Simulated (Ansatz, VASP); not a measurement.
**Two plane-wave programs on NbH2**

The input INCAR:

```
SYSTEM = NbH2
ALGO = Normal ; EDIFF = 1E-6
ENCUT = 520 ; GGA = PS
ISIF = 2 ; ISMEAR = -1
LASPH = .True. ; LCHARG = .False.
LREAL = .False. ; LWAVE = .False.
NBANDS = 14 ; NELM = 80
PREC = Accurate ; SIGMA = 0.02
```

KPOINTS

```
k-points
0
Gamma
  13 13 13
  0 0 0
```

Contents of POSCAR:

```
NbH2
1.0
    0.0114075000      2.2815000000      2.2815000000
    2.2815000000      0.0114075000      2.2815000000
    2.2929075000      2.2929075000      0.0000000000
Nb H
1 2
Direct
    0.0000000000      0.0000000000      0.0000000000
    0.2500000000      0.2500000000      0.2500000000
    0.7500000000      0.7500000000      0.7500000000
```

Input for Ansatz:

```yaml
crystal:
  lattice:
    - [0.011407500000000001, 2.2815, 2.2815]
    - [2.2815, 0.011407500000000001, 2.2815]
    - [2.2929074999999997, 2.2929074999999997, 0.0]
  atoms:
    - { symbol: Nb, position: [0.0, 0.0, 0.0] }
    - { symbol: H, position: [0.25, 0.25, 0.25] }
    - { symbol: H, position: [0.75, 0.75, 0.75] }
accuracy: low
basis:
  ecutwfc: 653.073269903712
kpoints:
  mp_grid:
    grid: [13, 13, 13]
hamiltonian:
  xc: pbesol
scf:
  self_checks: high
  convergence:
    dr2_threshold: 1.0e-08
  occupations:
    method: fermi_dirac
    width: 0.02
output:
  stress: true
```

Alike in both runs: task single point; functional PBEsol; k mesh 13 × 13 × 13; occupations fermi-dirac, width 0.02 eV; no spin polarisation.

```csv
,VASP,Ansatz
version,VASP 6.6.1,Ansatz 0.2.0
potentials or method,"VASP PAW PBE potentials, release 64 (Nb_sv, H), cutoff 520 eV","plane waves, PAW"
valence electrons in the cell,15,15
```

```tsv
	VASP	Ansatz	Ansatz less VASP
gap on the k mesh at the Fermi level (eV)	none	none	-
pressure (GPa)	-5.8	-5.4	+0.41
traceless stress, the component that is largest in VASP (GPa)	-1.07	-1.07	-0.002
```

VASP's potentials were made for PBE, not for PBEsol. A gap of «none» marks a metal or a gap that the smearing closes. Ansatz's warnings: stress scf threshold loose.
